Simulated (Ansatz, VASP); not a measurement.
One calculation of AlGaN2, two programs

File POSCAR:

```
AlGaN2
1.0
    3.1385264200      0.0000000000      0.0000000000
    0.0000000000      3.1385264200      0.0000000000
    0.0000000000      0.0000000000      4.6434745640
Al Ga N
1 1 2
Direct
    0.5000000000      0.5000000000      0.5000000000
    0.0000000000      0.0000000000      0.0000000000
    0.5000000000      0.0000000000      0.7390831705
    0.0000000000      0.5000000000      0.2609168295
```

File INCAR.step1:

```
SYSTEM = AlGaN2
ALGO     = Normal         ! electronic algorithm
EDIFF    = 1E-4           ! SCF threshold, eV
ENCUT    = 520            ! plane-wave cutoff, eV
GGA      = PE             ! functional
ISMEAR   = 0              ! smearing method
LASPH    = .TRUE.         ! aspherical terms in the spheres
LCHARG   = .FALSE.        ! write CHGCAR
LREAL    = .FALSE.        ! projectors in reciprocal space
LWAVE    = .TRUE.         ! write WAVECAR
NBANDS   = 21             ! bands
NELM     = 80             ! most SCF steps
PREC     = Accurate       ! precision mode
SIGMA    = 0.05           ! smearing width, eV
```

The input INCAR.step2:

```
SYSTEM = AlGaN2
ALGO     = Normal         ! electronic algorithm
EDIFF    = 1E-6           ! SCF threshold, eV
ENCUT    = 520            ! plane-wave cutoff, eV
ISIF     = 2              ! what is computed and relaxed
ISMEAR   = 0              ! smearing method
ISTART   = 1            
LASPH    = .TRUE.         ! aspherical terms in the spheres
LCHARG   = .FALSE.        ! write CHGCAR
LMIXTAU  = .TRUE.       
LREAL    = .FALSE.        ! projectors in reciprocal space
LWAVE    = .FALSE.        ! write WAVECAR
METAGGA  = R2SCAN         ! meta-GGA
NBANDS   = 21             ! bands
NELM     = 80             ! most SCF steps
PREC     = Accurate       ! precision mode
SIGMA    = 0.05           ! smearing width, eV
```

Contents of KPOINTS:

```
k-points
0
G
  8 8 6
  0 0 0
```

Input for Ansatz:

```yaml
crystal:
  lattice:
    - [3.13852642, 0.0, 0.0]
    - [0.0, 3.13852642, 0.0]
    - [0.0, 0.0, 4.643474564]
  atoms:
    - { symbol: Al, position: [0.5, 0.5, 0.5] }
    - { symbol: Ga, position: [0.0, 0.0, 0.0] }
    - { symbol: "N", position: [0.5, 0.0, 0.7390831705] }
    - { symbol: "N", position: [0.0, 0.5, 0.2609168295] }
basis:
  ecutwfc: 500
kpoints:
  mp_grid: { grid: [8, 8, 6] }
hamiltonian:
  xc: r2scan
scf:
  occupations: { method: gaussian, width: 0.05 }
output:
  forces: true
  stress: true
  eigenvalues: true
```

Change from the starting cell: strain +0.000 along x and y, +0.050 along z, atoms carried along.

Alike in both runs: task single point; functional r2SCAN; k mesh 8 × 8 × 6; occupations gaussian, width 0.05 eV; no spin polarisation.

|  | VASP | Ansatz |
| --- | --- | --- |
| version | VASP 6.6.1 | Ansatz 0.2.0 |
| potentials or method | VASP PAW PBE potentials, release 64 (Al, Ga_d, N), cutoff 520 eV | scalar-relativistic, plane waves, PAW |
| valence electrons in the cell | 26 | 26 |

```tsv
	VASP	Ansatz	Ansatz less VASP
gap on the k mesh at the Fermi level (eV)	2.92	2.91	-0.010
least direct gap on the mesh (eV)	2.92	2.91	-0.010
pressure (GPa)	-8.8	-9.1	-0.30
traceless stress, the component that is largest in VASP (GPa)	-4.99	-5.09	-0.101
rms of the force components (eV/Å)	0.005	0.030	+0.0242
```

VASP's potentials were made for PBE, not for r2SCAN. Atom by atom the forces differ by 0.035 eV/Å (rms over components).
